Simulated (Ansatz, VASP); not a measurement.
## Two plane-wave programs on Sc

File POSCAR:

```
Sc
1.0
    5.0696648155      0.0000000000      0.0000000000
   -2.5348324078      4.3904585189      0.0000000000
    0.0000000000      0.0000000000      3.0687148784
Sc
3
Direct
    1.0000000000      0.0000000000      0.0000000000
    0.3333333333      0.6666666667      0.5000000000
    0.6666666667      0.3333333333      0.5000000000
```

Contents of INCAR.step1:

```
SYSTEM = Sc
PREC = Accurate
ENCUT = 520
ISMEAR = -1
SIGMA = 0.05
LREAL = .FALSE.
LASPH = .TRUE.
NELM = 150
ISPIN = 2
MAGMOM = 0.451 0.27 0.27
LMAXMIX = 4
NBANDS = 28
GGA = PE
ALGO = Normal
EDIFF = 1E-4
LWAVE = .TRUE.
LCHARG = .FALSE.
```

The input INCAR.step2:

```
SYSTEM = Sc
PREC = Accurate
ENCUT = 520
EDIFF = 1E-6
ISMEAR = -1
SIGMA = 0.05
LREAL = .FALSE.
LASPH = .TRUE.
NELM = 150
ALGO = Normal
ISIF = 2
LWAVE = .FALSE.
LCHARG = .FALSE.
ISPIN = 2
MAGMOM = 0.451 0.27 0.27
LORBIT = 11
LMAXMIX = 4
METAGGA = R2SCAN
LMIXTAU = .TRUE.
NBANDS = 28
ISTART = 1
```

Contents of KPOINTS:

```
Automatic mesh
0
G
  8 8 11
  0 0 0
```

Input for Ansatz:

```yaml
crystal:
  lattice:
    - [5.0696648155, 0.0, 0.0]
    - [-2.5348324078, 4.3904585189, 0.0]
    - [0.0, 0.0, 3.0687148784]
  atoms:
    - { symbol: Sc, position: [1.0, 0.0, 0.0], spin: 0.451 }
    - { symbol: Sc, position: [0.3333333333, 0.6666666667, 0.5], spin: 0.27 }
    - { symbol: Sc, position: [0.6666666667, 0.3333333333, 0.5], spin: 0.27 }
hamiltonian:
  xc: r2scan
  pseudopotentials:
    kind: paw
    azcp:
      Sc: "pseudopotentials/Sc.paw.azcp"
basis:
  ecutwfc: 500
  fft_grid_basis: typed
kpoints:
  mp_grid: { grid: [8, 8, 11], shift: [0, 0, 0] }
magnetization:
  spin_polarized: true
scf:
  occupations: { method: fermi_dirac, width: 0.05 }
  lower_state_search: "off"
output:
  stress: true
```

Alike in both runs: task single point; functional r2SCAN; k mesh 8 × 8 × 11; occupations fermi-dirac, width 0.05 eV; collinear spin.

|  | VASP | Ansatz |
| --- | --- | --- |
| version | VASP 6.6.1 | Ansatz 0.2.0 |
| potentials or method | VASP PAW PBE potentials, release 64 (Sc_sv), cutoff 520 eV | plane waves (500 eV) with PAW, scalar-relativistic |
| valence electrons in the cell | 33 | 33 |

```csv
,VASP,Ansatz,Ansatz less VASP
pressure (GPa),5.3,5.2,-0.11
"traceless stress, the component that is largest in VASP (GPa)",1.96,0.45,-1.508
net moment per atom (μB),0.00,0.55,+0.545
size of the moment on the site where the two differ most (μB),0.00,0.41,+0.407
```

The net moments are unlike, so the other rows may belong to different states. VASP's potentials were made for PBE, not for r2SCAN. Site moments also hang on the region over which each program counts them. Ansatz's warnings: stability check not made.
